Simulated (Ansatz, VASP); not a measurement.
## Sc: VASP beside Ansatz

```xyz
2
Lattice="3.3195 0.0000 0.0000 -1.6597 2.8748 0.0000 0.0000 0.0000 5.1626" Properties=species:S:1:pos:R:3 pbc="T T T"
Sc    0.0000    1.9165    1.2907
Sc    1.6597    0.9583    3.8720
```

Alike in both runs: task relaxation of cell and atoms; functional PBE; dispersion D3(BJ); k mesh 15 × 15 × 8; occupations gaussian, width 0.1 eV; no spin polarisation.

|  | VASP | Ansatz |
| --- | --- | --- |
| version | VASP 6.6.1 | Ansatz 0.2.0 |
| potentials or method | VASP PAW PBE potentials, release 64 (Sc_sv), cutoff 600 eV | scalar-relativistic, plane waves, PAW |
| valence electrons in the cell | 22 | 22 |

Ansatz gave:

```
gap on the k mesh at the Fermi level, each at its own relaxed structure (eV) : none
relaxed volume (Å³/atom)                                                     : 23.46
relaxed cell length with the largest relative difference (Å)                 : 5.072
```

Q: What did VASP give for the same quantities?

A: gap on the k mesh at the Fermi level, each at its own relaxed structure (eV): none; relaxed volume (Å³/atom): 23.49; relaxed cell length with the largest relative difference (Å): 5.076.

A gap of «none» marks a metal or a gap that the smearing closes.
